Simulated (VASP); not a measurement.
Wanted: the native input for a VASP 6.6.1 run.

| Item | Value |
| --- | --- |
| Task | single point |
| Functional | PBEsol |
| Potentials or basis | VASP PAW PBE potentials, release 64 (Sn_d, O) |
| Cutoff | 520 eV |
| k mesh | 12 × 12 × 12 |
| Occupations | gaussian, width 0.05 eV |
| Spin | no spin polarisation |
| Dipole correction | no |
| Further INCAR settings | ALGO = Normal; EDIFF = 1e-06; NBANDS = 20 |

The structure of SnO2 lies in POSCAR:

```
SnO2
1.0
    1.6471025567      0.9509551045      4.5249357463
   -1.6471025567      0.9509551045      4.5249357463
    0.0000000000     -1.9019102089      4.5249357463
Sn O
1 2
Direct
    0.5000000000      0.5000000000      0.5000000000
    0.2477865012      0.2477865012      0.2477865012
    0.7522134988      0.7522134988      0.7522134988
```

This cell differs from its parent crystal: atoms shifted along a free coordinate.

One way to write it, as run:

INCAR

```
ALGO = Normal
EDIFF = 1E-6
ENCUT = 520
GGA = PS
ISIF = 2
ISMEAR = 0
LASPH = True
LCHARG = False
LREAL = False
LWAVE = False
NBANDS = 20
NELM = 80
PREC = Accurate
SIGMA = 0.05
```

KPOINTS

```
k-points
0
Gamma
  12 12 12
```

Potentials or basis: VASP PAW PBE potentials, release 64 (Sn_d, O).

Command:

```bash
$ cat potpaw_PBE.64/Sn_d/POTCAR potpaw_PBE.64/O/POTCAR > POTCAR
$ mpirun -np 1 vasp_std > vasp.out
```

It gave:

```yaml
Pressure: -15.2 GPa
Largest_force: 1.675 eV/Å
Band_gap_on_the_k_mesh: 0.97 eV
```

Caveat: the cell differs from its parent crystal (atoms shifted along a free coordinate); the cell stands under tension; the PAW data sets were made with another functional, which shifts forces and pressure a little; spin-orbit coupling is left out, which moves the levels of the heavy elements.

Run time: 2.2 min on 1 thread of Intel(R) Xeon(R) 6975P-C (Granite Rapids) (shared host), peak memory 0.32 GiB.
